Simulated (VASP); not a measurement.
Input of a VASP 6.6.1 run:

File INCAR:

```
SYSTEM = Ag
ALGO = Normal ; EDIFF = 1E-6
ENCUT = 520 ; GGA = PE
ISIF = 2 ; ISMEAR = -1
LASPH = .True. ; LCHARG = .False.
LREAL = .False. ; LWAVE = .False.
NBANDS = 12 ; NELM = 60
PREC = Accurate ; SIGMA = 0.01
```

Contents of KPOINTS:

```
k-points
0
Gamma
  13 13 13
  0 0 0
```

Contents of POSCAR:

```
Ag
1.0
    0.0000000000      2.0734381516      2.0734381516
    2.0734381516      0.0000000000      2.0734381516
    2.0734381516      2.0734381516      0.0000000000
Ag
1
Direct
    0.0000000000      0.0000000000      0.0000000000
```

Potentials or basis: VASP PAW PBE potentials, release 64 (Ag).

The run is started by

```bash
$ cat potpaw_PBE.64/Ag/POTCAR > POTCAR
$ mpirun -np 1 vasp_std > vasp.out
```

(1) What does it give for the pressure?

Answers

(1) -0.3 GPa.
